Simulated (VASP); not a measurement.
# ZnS (I-4m2) in VASP: a series of runs

The runs below take ZnS through single point, with PBE.

All numbers are computed with VASP 6.6.1; they aren't measurements. Logs are shortened: lines on timing, memory, paths and dates and some standing lists are left out, and cuts for length are marked.

### 1 The cell of the first run

It takes space group I-4m2 (No. 119, tetragonal). Conventional cell: a = 3.768 Å, b = 3.768 Å, c = 5.572 Å, α = 90.00°, β = 90.00°, γ = 90.00°. Within 3.1 Å of Zn (site symmetry -4m2) lie 4 S at 2.34 Å. S (site symmetry -4m2) has 4 Zn at 2.34 Å within 3.1 Å.

### 2 Single point, PBE (strain -0.015 along x and y, +0.030 along z)

The input, INCAR:

```
PREC = Accurate ; ENCUT = 520
EDIFF = 1E-6 ; ISMEAR = 0
SIGMA = 0.05 ; LREAL = False
LASPH = True ; NELM = 80
ALGO = Normal ; ISIF = 2
LWAVE = False ; LCHARG = True
GGA = PE ; LELF = True
LVHAR = True ; NBANDS = 16
```

The input, KPOINTS:

```
regular mesh
0
Gamma
  10 10 10
```

The input, POSCAR:

```
ZnS
1.0
    0.0000000000      2.6640802500      2.7857895000
    2.6640802500      0.0000000000      2.7857895000
    2.6640802500      2.6640802500      0.0000000000
Zn S
1 1
Direct
    0.0000000000      0.0000000000      0.0000000000
    0.7500000000      0.7500000000      0.7500000000
```

Potentials or basis: VASP PAW PBE potentials, release 64 (Zn, S).

On the command line:

```sh
cat potpaw_PBE.64/Zn/POTCAR potpaw_PBE.64/S/POTCAR > POTCAR
mpirun -np 1 vasp_std > vasp.out
```

OUTCAR:

```text
PREC = Accurate
   ENCUT = 520
   EDIFF = 1E-6
   ISMEAR = 0
   LREAL = False
   LASPH = True
   NELM = 80
   ISIF = 2
   GGA = PE

 ion  position               nearest neighbor table
   1  0.000  0.000  0.000-   2 2.34   2 2.34   2 2.34   2 2.34
   2  0.750  0.750  0.750-   1 2.34   1 2.34   1 2.34   1 2.34

  LATTYP: Found a body centered tetragonal cell.
 ALAT       =     3.7675784208
 C/A-ratio  =     1.4788223038

  Lattice vectors:

 A1 = (  -2.6640802500,   0.0000000000,   2.7857895000)
 A2 = (   2.6640802500,   0.0000000000,   2.7857895000)
 A3 = (   0.0000000000,   2.6640802500,  -2.7857895000)

Analysis of symmetry for initial positions (statically):
=====================================================================
 Subroutine PRICEL returns:
 Original cell was already a primitive cell.

 Routine SETGRP: Setting up the symmetry group for a
 body centered tetragonal supercell.

 Subroutine GETGRP returns: Found  8 space group operations
 (whereof  8 operations were pure point group operations)
 out of a pool of 16 trial point group operations.

The static configuration has the point symmetry D_2d.

Analysis of symmetry for dynamics (positions and initial velocities):
=====================================================================
 Subroutine PRICEL returns:
 Original cell was already a primitive cell.

 Routine SETGRP: Setting up the symmetry group for a
 body centered tetragonal supercell.

 Subroutine GETGRP returns: Found  8 space group operations
 (whereof  8 operations were pure point group operations)
 out of a pool of 16 trial point group operations.

The dynamic configuration has the point symmetry D_2d.

 Subroutine INISYM returns: Found  8 space group operations
 (whereof  8 operations are pure point group operations),
 and found     1 'primitive' translations

----------------------------------------------------------------------------------------

                                     Primitive cell

  volume of cell :      39.5433

  direct lattice vectors                    reciprocal lattice vectors
     0.000000000  2.664080250  2.785789500    -0.187682034  0.187682034  0.179482333
     2.664080250  0.000000000  2.785789500     0.187682034 -0.187682034  0.179482333
     2.664080250  2.664080250  0.000000000     0.187682034  0.187682034 -0.179482333

  length of vectors
     3.854600721  3.854600721  3.767578421     0.320410674  0.320410674  0.320410674

  position of ions in fractional coordinates (direct lattice)
     0.000000000  0.000000000  0.000000000
     0.750000000  0.750000000  0.750000000

  ion indices of the primitive-cell ions
   primitive index   ion index
                 1           1
                 2           2

----------------------------------------------------------------------------------------

 KPOINTS: regular mesh

Automatic generation of k-mesh.
 Grid dimensions read from file:
 generate k-points for:   10   10   10

 Generating k-lattice:

  Cartesian coordinates                     Fractional coordinates (reciprocal lattice)
    -0.018768203  0.018768203  0.017948233     0.100000000 -0.000000000  0.000000000
     0.018768203 -0.018768203  0.017948233    -0.000000000  0.100000000  0.000000000
     0.018768203  0.018768203 -0.017948233     0.000000000  0.000000000  0.100000000

  Length of vectors
     0.032041067  0.032041067  0.032041067

  Shift w.r.t. Gamma in fractional coordinates (k-lattice)
     0.000000000  0.000000000  0.000000000

 Subroutine IBZKPT returns following result:
 ===========================================

 Found    102 irreducible k-points:

 Following reciprocal coordinates:
            Coordinates               Weight
  0.000000  0.000000  0.000000      1.000000
  0.100000  0.000000  0.000000      8.000000
  0.200000  0.000000  0.000000      8.000000
  0.300000  0.000000  0.000000      8.000000
  0.400000  0.000000  0.000000      8.000000
  0.500000  0.000000  0.000000      4.000000
[... 16 lines left out ...]
  0.300000  0.300000  0.000000      2.000000
  0.400000  0.300000  0.000000      8.000000
 [... further k-points ...]
   k-points           NKPTS =    102   k-points in BZ     NKDIM =    102   number of bands    NBANDS=     16
   number of dos      NEDOS =    301   number of ions     NIONS =      2
   total plane-waves  NPLWV =  25200
   dimension x,y,z NGX =    30 NGY =   30 NGZ =   28
   dimension x,y,z NGXF=    60 NGYF=   60 NGZF=   56
   ions per type =               1   1
   NGX,Y,Z   is equivalent  to a cutoff of  12.94, 12.94, 12.36 a.u.
   NGXF,Y,Z  is equivalent  to a cutoff of  25.88, 25.88, 24.71 a.u.
 SYSTEM =  unknown system
   PREC   = accura    normal or accurate (medium, high low for compatibility)
   ISTART =      0    job   : 0-new  1-cont  2-samecut
   ICHARG =      2    charge: 1-file 2-atom 10-const
   ISPIN  =      1    spin polarized calculation?
   LNONCOLLINEAR =      F non collinear calculations
   LSORBIT =      F    spin-orbit coupling
   LASPH  =      T    aspherical Exc in radial PAW
   ENCUT  =  520.0 eV  38.22 Ry    6.18 a.u.   7.17  7.17  7.01*2*pi/ulx,y,z
   NELM   =     80;   NELMIN=  2; NELMDL= -5     # of ELM steps
   EDIFF  = 0.1E-05   stopping-criterion for ELM
   LREAL  =      F    real-space projection
[... 7 lines left out ...]
   TEBEG  =    0.0;   TEEND  =   0.0 temperature during run
   PSTRESS=    0.0 pullay stress
   NELECT =      18.0000    total number of electrons
   NUPDOWN=      -1.0000    fix difference up-down
   EMIN   =  10.00;   EMAX   =-10.00  energy-range for DOS
   EFERMI =   0.00;   METHOD = LEGACY
   ISMEAR =     0;   SIGMA  =   0.05  broadening in eV -4-tet -1-fermi 0-gaus
   EFERMI_NEDOS =   21; number of points for ismear=-14 and -15
   IALGO  =     38    algorithm
   IMIX   =      4    mixing-type and parameters
     AMIX     =   0.40;   BMIX     =  1.00
     AMIX_MAG =   1.60;   BMIX_MAG =  1.00
  volume/ion in A,a.u.               =      19.77       133.43
  Fermi-wavevector in a.u.,A,eV,Ry     =   1.259335  2.379799 21.577824  1.585925
  Thomas-Fermi vector in A             =   2.392900
   LORBIT       =      0    0 simple, 1 ext, 2 COOP (PROOUT), +10 PAW based schemes
   GGA     = PE    functional components
   LHFCALC =     F    Hartree Fock is set to
   AEXX    =    0.0000 exact exchange contribution
   IVDW    =     0    specifies the selected vdW correction
   LEPSILON=     F    determine dielectric tensor
   LRPA    =     F    only Hartree local field effects (RPA)
 non-spin polarized calculation
 Gauss-broadening in eV      SIGMA  =   0.05
  energy-cutoff  :      520.00
  volume of cell :       39.54
 maximum number of plane-waves:      1078
 NGX is ok and might be reduce to    30
   NGX = 15   NGY = 15   NGZ = 13

 number of electron      18.0000003 magnetization

 Free energy of the ion-electron system (eV)
  ---------------------------------------------------
  ext. energy  EPLUGINS =         0.00000000
  ---------------------------------------------------
  free energy    TOTEN  =        -6.84131647 eV

  energy without entropy =       -6.84131647  energy(sigma->0) =       -6.84131647

 E-fermi :   2.3584     XC(G=0):  -9.6217

 val. band max:        2.1394543126   @ k =   0.0000   0.0000   0.0000
 cond. band min:       4.1800140969   @ k =   0.0000   0.0000   0.0000
 fundamental gap:      2.0405597843
 Fermi energy:         2.3584361794

 k-point     1 :       0.0000    0.0000    0.0000
  band No.  band energies     occupation
      1     -11.0351      2.00000
      2      -4.2610      2.00000
      3      -4.2328      2.00000
      4      -4.2328      2.00000
      5      -3.7564      2.00000
      6      -3.7438      2.00000
[... 8 lines left out ...]
     15      13.9916      0.00000
     16      14.2224      0.00000

 k-point     2 :       0.1000    0.0000    0.0000
  band No.  band energies     occupation
      1     -10.9597      2.00000
      2      -4.2537      2.00000
      3      -4.2272      2.00000
      4      -4.2186      2.00000
      5      -3.7566      2.00000
      6      -3.7459      2.00000
[... 8 lines left out ...]
     15      13.7239      0.00000
     16      14.5497      0.00000

 k-point     3 :       0.2000    0.0000    0.0000
  band No.  band energies     occupation
      1     -10.7518      2.00000
      2      -4.2321      2.00000
      3      -4.1995      2.00000
      4      -4.1831      2.00000
      5      -3.7533      2.00000
      6      -3.7488      2.00000
[... 8 lines left out ...]
     15      13.1867      0.00000
     16      14.6680      0.00000

 k-point     4 :       0.3000    0.0000    0.0000
  band No.  band energies     occupation
      1     -10.4694      2.00000
      2      -4.1794      2.00000
      3      -4.1442      2.00000
      4      -4.1320      2.00000
      5      -3.7451      2.00000
      6      -3.7398      2.00000
[... 8 lines left out ...]
     15      13.3966      0.00000
     16      14.1427      0.00000

 k-point     5 :       0.4000    0.0000    0.0000
  band No.  band energies     occupation
      1     -10.2151      2.00000
      2      -4.1545      2.00000
      3      -4.1185      2.00000
      4      -3.9024      2.00000
      5      -3.7344      2.00000
      6      -3.7180      2.00000
[... 8 lines left out ...]
     15      14.4074      0.00000
     16      14.6731      0.00000

 k-point     6 :       0.5000    0.0000    0.0000
  band No.  band energies     occupation
      1     -10.1105      2.00000
      2      -4.1479      2.00000
      3      -4.1104      2.00000
      4      -3.7282      2.00000
      5      -3.7170      2.00000
      6      -3.5494      2.00000
[... 8 lines left out ...]
     15      15.3297      0.00000
     16      15.6167      0.00000
[... 267 lines left out ...]
 k-point    21 :      -0.3000    0.2000    0.0000
  band No.  band energies     occupation
      1     -10.1293      2.00000
      2      -4.1399      2.00000
      3      -4.0777      2.00000
      4      -3.9599      2.00000
      5      -3.7635      2.00000
      6      -3.6570      2.00000
[... 8 lines left out ...]
     15      15.4895      0.00000
     16      16.5322      0.00000

 k-point    22 :      -0.2000    0.2000    0.0000
  band No.  band energies     occupation
      1     -10.3637      2.00000
      2      -4.1721      2.00000
      3      -4.1220      2.00000
      4      -4.1157      2.00000
      5      -3.7721      2.00000
      6      -3.6967      2.00000
[... 8 lines left out ...]
     15      15.1027      0.00000
     16      16.4401      0.00000

 k-point    23 :       0.3000    0.3000    0.0000
  band No.  band energies     occupation
      1     -10.3163      2.00000
      2      -4.3014      2.00000
      3      -4.0328      2.00000
      4      -4.0328      2.00000
      5      -3.7965      2.00000
      6      -3.7022      2.00000
[... 8 lines left out ...]
     15      15.1737      0.00000
     16      18.6881      0.00000

 k-point    24 :       0.4000    0.3000    0.0000
  band No.  band energies     occupation
      1     -10.1198      2.00000
      2      -4.2656      2.00000
      3      -3.9885      2.00000
      4      -3.9806      2.00000
      5      -3.7487      2.00000
      6      -3.6969      2.00000
[... 8 lines left out ...]
     15      15.5766      0.00000
     16      17.8349      0.00000

 [... further k-points ...]
[... 5 lines left out ...]
  --------------------------------------------------------------------------------------
  -------------------------------------------------------------------------------------
  Total        0.5405851      0.5405851      0.0589505      0.0000000      0.0000000      0.0000000
  in kB       21.9029064     21.9029064      2.3885001      0.0000000      0.0000000      0.0000000
  external PRESSURE =      15.3981043 kB  Pullay stress =       0.0000000 kB

 VOLUME and BASIS-vectors are now :
 -----------------------------------------------------------------------------
  energy-cutoff  :      520.00
  volume of cell :       39.54
      direct lattice vectors                 reciprocal lattice vectors
     0.000000000  2.664080250  2.785789500    -0.187682034  0.187682034  0.179482333
     2.664080250  0.000000000  2.785789500     0.187682034 -0.187682034  0.179482333
     2.664080250  2.664080250  0.000000000     0.187682034  0.187682034 -0.179482333

 POSITION                                       TOTAL-FORCE (eV/Angst)
 -----------------------------------------------------------------------------------
      0.00000      0.00000      0.00000        -0.000000     -0.000000     -0.000000
      3.99612      3.99612      4.17868         0.000000      0.000000      0.000000
 -----------------------------------------------------------------------------------
    total drift:                               -0.000009     -0.000009     -0.000009

  FREE ENERGIE OF THE ION-ELECTRON SYSTEM (eV)
  ---------------------------------------------------
  free  energy   TOTEN  =        -6.8413164714 eV

  energy  without entropy=       -6.8413164714  energy(sigma->0) =       -6.84131647
```

Wall time 1.7 min (1 thread of Intel Xeon 8259CL, shared host); peak memory 0.2 GiB.

What came out:

```
Free energy            : -6.8413 eV
Pressure               : 1.5 GPa
Band gap on the k mesh : 2.04 eV, direct
```

Caveat: the cell differs from its parent crystal (strain -0.015 along x and y, +0.030 along z).

### 3 Single point, PBE (strain +0.015 along x and y, -0.015 along z)

The input, INCAR:

```
SYSTEM = ZnS
ALGO = Normal
EDIFF = 1E-6
ENCUT = 520
GGA = PE
ISIF = 2
ISMEAR = 0
LASPH = .TRUE.
LCHARG = .TRUE.
LELF = .TRUE.
LREAL = .FALSE.
LVHAR = .TRUE.
LWAVE = .FALSE.
NBANDS = 16
NELM = 100
PREC = Accurate
SIGMA = 0.05
```

The input, KPOINTS:

```
k-points
0
G
  10 10 10
  0 0 0
```

The input, POSCAR:

```
ZnS
1.0
    0.0000000000      2.7452197500      2.6640802500
    2.7452197500      0.0000000000      2.6640802500
    2.7452197500      2.7452197500      0.0000000000
Zn S
1 1
Direct
    0.0000000000      0.0000000000      0.0000000000
    0.7500000000      0.7500000000      0.7500000000
```

Potentials or basis: VASP PAW PBE potentials, release 64 (Zn, S).

On the command line:

```sh
cat potpaw_PBE.64/Zn/POTCAR potpaw_PBE.64/S/POTCAR > POTCAR
mpirun -np 1 vasp_std > vasp.out
```

Wall time 86 s (1 thread of Intel Xeon 8259CL, shared host); peak memory 0.2 GiB.

The run converged. Its results:

```
Free energy            : -6.8493 eV
Pressure               : 0.4 GPa
Band gap on the k mesh : 1.97 eV, direct
```

Stress tensor (GPa, compression positive):
```
0.05 0.00 0.00
0.00 0.05 0.00
0.00 0.00 1.20
```

Levels at points of the mesh, in eV from the valence-band top:
| k point | band 5 | band 6 | band 7 | band 8 | band 9 | band 10 | band 11 | band 12 | band 13 | band 14 |
| --- | --- | --- | --- | --- | --- | --- | --- | --- | --- | --- |
| (0.00, 0.00, 0.00) | -5.86 | -5.85 | -0.10 | -0.10 | 0.00 | 1.97 | 6.35 | 6.35 | 6.35 | 11.43 |
| (0.50, 0.00, 0.00) | -5.82 | -5.66 | -5.24 | -0.98 | -0.83 | 3.20 | 6.75 | 7.02 | 8.75 | 12.01 |
| (0.50, 0.50, 0.00) | -5.78 | -5.62 | -4.44 | -2.32 | -2.32 | 3.29 | 3.82 | 11.01 | 11.75 | 11.75 |
| (0.50, 0.00, 0.50) | -5.79 | -5.66 | -4.61 | -2.19 | -2.13 | 3.43 | 4.11 | 10.67 | 11.65 | 11.88 |

Caveat: the cell differs from its parent crystal (strain +0.015 along x and y, -0.015 along z).

(Part 1 of 2 ends here.)
